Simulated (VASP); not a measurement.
Write the native input for VASP 6.6.1 that does the following.

```yaml
Task: single point
Functional: LDA
Potentials_or_basis: VASP PAW LDA potentials, release 64 (Rh_pv)
Cutoff: 520 eV
k_mesh: 10 × 10 × 14
Occupations: fermi-dirac, width 0.1 eV
Spin: no spin polarisation
Dipole_correction: no
Further_INCAR_settings: ALGO = Normal; EDIFF = 1e-06; NBANDS = 30
```

The structure of Rh lies in POSCAR:

```
Rh
1.0
    4.4151556706      0.0000000000      0.0000000000
   -2.2075778353      3.8236369724      0.0000000000
    0.0000000000      0.0000000000      2.7063020737
Rh
3
Direct
    1.0000000000      1.0000000000      0.0000000000
    0.3333333333      0.6666666667      0.5000000000
    0.6666666667      0.3333333333      0.5000000000
```

This cell differs from its parent crystal: volume scaled by 1.12.

The input as run:

INCAR

```
SYSTEM = Rh
PREC = Accurate
ENCUT = 520
EDIFF = 1E-6
ISMEAR = -1
SIGMA = 0.1
LREAL = .False.
LASPH = .True.
NELM = 80
ALGO = Normal
ISIF = 2
LWAVE = .False.
LCHARG = .False.
NBANDS = 30
```

KPOINTS

```
Automatic mesh
0
Gamma
  10 10 14
  0 0 0
```

Potentials or basis: VASP PAW LDA potentials, release 64 (Rh_pv).

The run is started by

```console
$ cat potpaw_LDA.64/Rh_pv/POTCAR > POTCAR
$ mpirun -np 1 vasp_std > vasp.out
```

It gave:

```
Pressure : -24.4 GPa
```

It took 42 s on 1 thread of Intel(R) Xeon(R) Platinum 8559C (Emerald Rapids), with other jobs on the host, peak memory 0.22 GiB.
